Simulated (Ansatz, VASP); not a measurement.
CdTe in VASP and in Ansatz

Contents of INCAR:

```
  AGGAC = 1.0
  AGGAX = 1.0
  ALDAC = 0.0
  ALDAX = 1.0
  ALGO = Normal
  EDIFF = 1E-6
  ENCUT = 520
  GGA = B5
  ISIF = 2
  ISMEAR = 0
  LASPH = T
  LCHARG = F
  LREAL = F
  LWAVE = F
  NBANDS = 16
  NELM = 80
  PREC = Accurate
  SIGMA = 0.01
```

KPOINTS

```
k-points
0
Gamma
  6 6 6
```

POSCAR

```
CdTe
1.0
    0.0000000000      3.2050000000      3.2050000000
    3.2050000000      0.0000000000      3.2050000000
    3.2050000000      3.2050000000      0.0000000000
Cd Te
1 1
Direct
    0.0000000000      0.0000000000      0.0000000000
    0.2500000000      0.2500000000      0.2500000000
```

Input for Ansatz:

```yaml
crystal:
  lattice:
    - [0.0, 3.205, 3.205]
    - [3.205, 0.0, 3.205]
    - [3.205, 3.205, 0.0]
  atoms:
    - { symbol: Cd, position: [0.0, 0.0, 0.0] }
    - { symbol: Te, position: [0.25, 0.25, 0.25] }
kpoints:
  mp_grid:
    grid: [6, 6, 6]
hamiltonian:
  xc: blyp
scf:
  occupations:
    method: fixed
output:
  eigenvalues: true
```

Alike in both runs: task single point; functional BLYP; k mesh 6 × 6 × 6; no spin polarisation.

|  | VASP | Ansatz |
| --- | --- | --- |
| version | VASP 6.6.1 | Ansatz 0.2.0 |
| potentials or method | VASP PAW PBE potentials, release 64 (Cd, Te) | plane waves, PAW |
| plane-wave cutoff (eV) | 520 | 420 |
| occupations | gaussian, width 0.01 eV | fixed |
| valence electrons in the cell | 18 | 36 |

```tsv
	VASP	Ansatz	Ansatz less VASP
gap on the k mesh at the Fermi level (eV)	0.82	0.78	-0.040
```

VASP's potentials were made for PBE, not for BLYP. VASP's potentials hold 18 valence electrons a cell and Ansatz's 36, so a difference there can come from the potentials and not from the codes.

Spin-orbit coupling is off throughout.
